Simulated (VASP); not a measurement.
# Li2CdNiC6N6 (Fm-3m) in VASP: single point with PBE

Aim: the single point of Li2CdNiC6N6 with PBE.

Everything below comes from runs of VASP 6.6.1. Logs are shortened: lines on timing, memory, paths and dates and some standing lists are left out, and cuts for length are marked.

### Step 1. The cell of the first run

The structure is cubic, space group Fm-3m (No. 225). Conventional cell: a = 10.369 Å, b = 10.369 Å, c = 10.369 Å, α = 90.00°, β = 90.00°, γ = 90.00°. Li (site symmetry -43m) has 12 N at 3.70 Å and 12 C at 3.73 Å and 4 Cd at 4.49 Å and 4 Ni at 4.49 Å within 4.9 Å. Within 2.8 Å of Cd (site symmetry m-3m) lie 6 N at 2.10 Å. Ni (site symmetry m-3m) has 6 C at 1.92 Å within 2.5 Å. C (site symmetry 4mm) has 1 N at 1.17 Å within 1.6 Å. Within 1.6 Å of N (site symmetry 4mm) lie 1 C at 1.17 Å.

### Step 2. Single point, PBE, collinear spin, ferromagnetic start

INCAR reads:

```
SYSTEM = Li2CdNiC6N6
PREC     = Accurate       ! precision mode
ENCUT    = 520            ! plane-wave cutoff, eV
EDIFF    = 1E-7           ! SCF threshold, eV
ISMEAR   = 0              ! smearing method
SIGMA    = 0.1            ! smearing width, eV
LREAL    = Auto         
LASPH    = .TRUE.         ! aspherical terms in the spheres
NELM     = 150            ! most SCF steps
ALGO     = Normal         ! electronic algorithm
ISIF     = 2              ! what is computed and relaxed
LWAVE    = .FALSE.        ! write WAVECAR
LCHARG   = .TRUE.         ! write CHGCAR
ISPIN    = 2              ! spin polarisation
MAGMOM   = 0 0 0 2 0 0 0 0 0 0 0 0 0 0 0 0 ! initial moments
LORBIT   = 11             ! projections on sites
LMAXMIX  = 4              ! l up to which the mixer works
GGA      = PE             ! functional
LELF     = .TRUE.         ! ELF
LVHAR    = .TRUE.       
NBANDS   = 59             ! bands
```

KPOINTS reads:

```
regular mesh
0
G
  4 4 4
  0 0 0
```

POSCAR reads:

```
Li2CdNiC6N6
1.0
    0.0000000000      5.1845000000      5.1845000000
    5.1845000000      0.0000000000      5.1845000000
    5.1845000000      5.1845000000      0.0000000000
Li Cd Ni C N
2 1 1 6 6
Direct
    0.2500000000      0.2500000000      0.2500000000
    0.7500000000      0.7500000000      0.7500000000
    0.5000000000      0.5000000000      0.5000000000
    0.0000000000      0.0000000000      0.0000000000
    0.8151220000      0.1848780000      0.1848780000
    0.1848780000      0.8151220000      0.1848780000
    0.1848780000      0.1848780000      0.8151220000
    0.1848780000      0.8151220000      0.8151220000
    0.8151220000      0.1848780000      0.8151220000
    0.8151220000      0.8151220000      0.1848780000
    0.7022856600      0.2977143400      0.2977143400
    0.2977143400      0.7022856600      0.2977143400
    0.2977143400      0.2977143400      0.7022856600
    0.2977143400      0.7022856600      0.7022856600
    0.7022856600      0.2977143400      0.7022856600
    0.7022856600      0.7022856600      0.2977143400
```

Potentials or basis: VASP PAW PBE potentials, release 64 (Li_sv, Cd, Ni, C, N).

Launch:

```sh
> cat potpaw_PBE.64/Li_sv/POTCAR potpaw_PBE.64/Cd/POTCAR potpaw_PBE.64/Ni/POTCAR potpaw_PBE.64/C/POTCAR potpaw_PBE.64/N/POTCAR > POTCAR
> mpirun -np 1 vasp_std > vasp.out
```

OUTCAR:

```text
SYSTEM = Li2CdNiC6N6
   PREC = Accurate
   ENCUT = 520
   EDIFF = 1E-7
   ISMEAR = 0
   LREAL = Auto
   LASPH = .TRUE.
   NELM = 150
   ISIF = 2
   ISPIN = 2
   LORBIT = 11
   GGA = PE

 ion  position               nearest neighbor table
   1  0.250  0.250  0.250-
   2  0.750  0.750  0.750-
   3  0.500  0.500  0.500-  11 2.10  12 2.10  13 2.10  14 2.10  15 2.10  16 2.10
   4  0.000  0.000  0.000-   5 1.92   6 1.92   7 1.92   8 1.92   9 1.92  10 1.92
   5  0.815  0.185  0.185-  11 1.17   4 1.92
   6  0.185  0.815  0.185-  12 1.17   4 1.92
   7  0.185  0.185  0.815-  13 1.17   4 1.92
   8  0.185  0.815  0.815-  14 1.17   4 1.92
   9  0.815  0.185  0.815-  15 1.17   4 1.92
  10  0.815  0.815  0.185-  16 1.17   4 1.92
  11  0.702  0.298  0.298-   5 1.17   3 2.10
  12  0.298  0.702  0.298-   6 1.17   3 2.10
  13  0.298  0.298  0.702-   7 1.17   3 2.10
  14  0.298  0.702  0.702-   8 1.17   3 2.10
  15  0.702  0.298  0.702-   9 1.17   3 2.10
  16  0.702  0.702  0.298-  10 1.17   3 2.10

  LATTYP: Found a face centered cubic cell.
 ALAT       =    10.3690000000

  Lattice vectors:

 A1 = (   0.0000000000,   5.1845000000,   5.1845000000)
 A2 = (   5.1845000000,   0.0000000000,   5.1845000000)
 A3 = (   5.1845000000,   5.1845000000,   0.0000000000)

Analysis of symmetry for initial positions (statically):
=====================================================================
 Subroutine PRICEL returns:
 Original cell was already a primitive cell.

 Routine SETGRP: Setting up the symmetry group for a
 face centered cubic supercell.

 Subroutine GETGRP returns: Found 48 space group operations
 (whereof 48 operations were pure point group operations)
 out of a pool of 48 trial point group operations.

The static configuration has the point symmetry O_h .

Analysis of symmetry for dynamics (positions and initial velocities):
=====================================================================
 Subroutine PRICEL returns:
 Original cell was already a primitive cell.

 Routine SETGRP: Setting up the symmetry group for a
 face centered cubic supercell.

 Subroutine GETGRP returns: Found 48 space group operations
 (whereof 48 operations were pure point group operations)
 out of a pool of 48 trial point group operations.

The dynamic configuration has the point symmetry O_h .

[... 158 lines left out ...]
 maximum number of plane-waves:      7583
 NGX is ok and might be reduce to    56
   NGX = 27   NGY = 27   NGZ = 27

 number of electron      82.0000032 magnetization       1.9758062

 Free energy of the ion-electron system (eV)
  ---------------------------------------------------
  ext. energy  EPLUGINS =         0.00000000
  ---------------------------------------------------
  free energy    TOTEN  =      -106.85810258 eV

  energy without entropy =     -106.85444388  energy(sigma->0) =     -106.85627323

 E-fermi :   2.3615     XC(G=0):  -7.4513

 val. band max:        2.3086201671   @ k =   0.0000   0.0000   0.0000
 cond. band min:       2.6025271682   @ k =   0.2500   0.0000   0.0000
 fundamental gap:      0.2939070011
 Fermi energy:         2.3614567835

 spin component 1

 k-point     1 :       0.0000    0.0000    0.0000
  band No.  band energies     occupation
      1     -48.9218      1.00000
      2     -48.9217      1.00000
      3     -17.3732      1.00000
      4     -17.1083      1.00000
      5     -17.1083      1.00000
      6     -17.1083      1.00000
[... 437 lines left out ...]
     52       5.2271      0.00000
     53       5.3464      0.00000
 Fermi energy:         2.3614567835

 spin component 2

 k-point     1 :       0.0000    0.0000    0.0000
  band No.  band energies     occupation
      1     -48.9208      1.00000
      2     -48.9207      1.00000
      3     -17.3215      1.00000
      4     -17.0562      1.00000
      5     -17.0562      1.00000
      6     -17.0562      1.00000
[... 437 lines left out ...]
     52       5.3689      0.00000
     53       5.4910      0.00000
 [bands above 53 left out]

------------------------ aborting loop because EDIFF is reached ----------------------------------------

  FORCE on cell =-STRESS in cart. coord.  units (eV):
  Direction    XX          YY          ZZ          XY          YZ          ZX
  --------------------------------------------------------------------------------------
  -------------------------------------------------------------------------------------
  Total       20.1837563     20.1837563     20.1837563     -0.0000000     -0.0000000      0.0000000
  in kB      116.0277697    116.0277697    116.0277697     -0.0000000     -0.0000000      0.0000000
  external PRESSURE =     116.0277697 kB  Pullay stress =       0.0000000 kB

 VOLUME and BASIS-vectors are now :
 -----------------------------------------------------------------------------
  energy-cutoff  :      520.00
  volume of cell :      278.71
      direct lattice vectors                 reciprocal lattice vectors
     0.000000000  5.184500000  5.184500000    -0.096441315  0.096441315  0.096441315
     5.184500000  0.000000000  5.184500000     0.096441315 -0.096441315  0.096441315
     5.184500000  5.184500000  0.000000000     0.096441315  0.096441315 -0.096441315

 POSITION                                       TOTAL-FORCE (eV/Angst)
 -----------------------------------------------------------------------------------
      2.59225      2.59225      2.59225         0.000000      0.000000     -0.000000
      7.77675      7.77675      7.77675        -0.000000     -0.000000     -0.000000
      5.18450      5.18450      5.18450         0.000000     -0.000000     -0.000000
      0.00000      0.00000      0.00000         0.000000     -0.000000     -0.000000
      1.91700      5.18450      5.18450         0.514507      0.000000     -0.000000
      5.18450      1.91700      5.18450         0.000000      0.514507     -0.000000
[... 8 lines left out ...]
      5.18450      7.28200      5.18450         0.000000      1.843264     -0.000000
      5.18450      5.18450      7.28200         0.000000      0.000000      1.843264
 -----------------------------------------------------------------------------------
    total drift:                                0.000000      0.000000      0.000000

  FREE ENERGIE OF THE ION-ELECTRON SYSTEM (eV)
  ---------------------------------------------------
  free  energy   TOTEN  =      -106.8581025821 eV

  energy  without entropy=     -106.8544438819  energy(sigma->0) =     -106.85627323

 total charge

# of ion       s       p       d       tot
------------------------------------------
    1        1.983   0.002   0.000   1.986
    2        1.983   0.002   0.000   1.986
    3        0.373   0.484   9.742  10.599
    4        0.530   0.962   8.392   9.884
    5        0.978   1.623   0.000   2.602
    6        0.978   1.623   0.000   2.602
[... 8 lines left out ...]
   15        1.321   2.598   0.000   3.919
   16        1.321   2.598   0.000   3.919
--------------------------------------------------
tot         18.666  26.779  18.134  63.579

 magnetization (x)

# of ion       s       p       d       tot
------------------------------------------
    1        0.000   0.000   0.000   0.000
    2        0.000   0.000   0.000   0.000
    3        0.003   0.005   0.004   0.011
    4       -0.006  -0.011   1.178   1.161
    5        0.038   0.058   0.000   0.096
    6        0.038   0.058   0.000   0.096
[... 8 lines left out ...]
   15        0.004  -0.006   0.000  -0.002
   16        0.004  -0.006   0.000  -0.002
--------------------------------------------------
tot          0.248   0.303   1.182   1.733
```

Run time: 19 min. Hardware: 1 thread of AMD EPYC 7R43 (Zen 3), shared host; peak memory 0.61 GiB.

Results:

* Free energy: -106.8581 eV
* Largest force: 1.843 eV/Å
* Band gap on the k mesh: zero (filled and empty bands overlap)
* Net moment: 1.98 μB per cell
* Site moments: Li +0.00; Cd +0.01; Ni +1.16; C +0.10; N -0.00 μB
* Valence electrons inside the program's atomic spheres: Li 1.99; Cd 10.60; Ni 9.88; C 2.60; N 3.92

Forces in eV/Å, atoms in the order of the input:
```
Li   0.000  0.000  0.000
Li   0.000  0.000  0.000
Cd   0.000  0.000  0.000
Ni   0.000  0.000  0.000
C    0.515  0.000  0.000
C    0.000  0.515  0.000
C    0.000  0.000  0.515
C   -0.515  0.000  0.000
C    0.000 -0.515  0.000
C    0.000  0.000 -0.515
N   -1.843  0.000  0.000
N    0.000 -1.843  0.000
N    0.000  0.000 -1.843
N    1.843  0.000  0.000
N    0.000  1.843  0.000
N    0.000  0.000  1.843
```

Caveat: the cutoff is under 1.25 times the usual one of these potentials, so pressure, stress and relaxed cells hold a basis-set (Pulay) error; a cell with one magnetic atom can't hold antiferromagnetic order, which such compounds often take; forces of over 1 eV/Å act on the atoms, so gaps and moduli don't describe the material at rest. With open d or f shells a metallic result of PBE can be an artefact of self-interaction; +U or a hybrid may open a gap.

The gap in the log of VASP goes by the Fermi energy; the results here count the filled bands.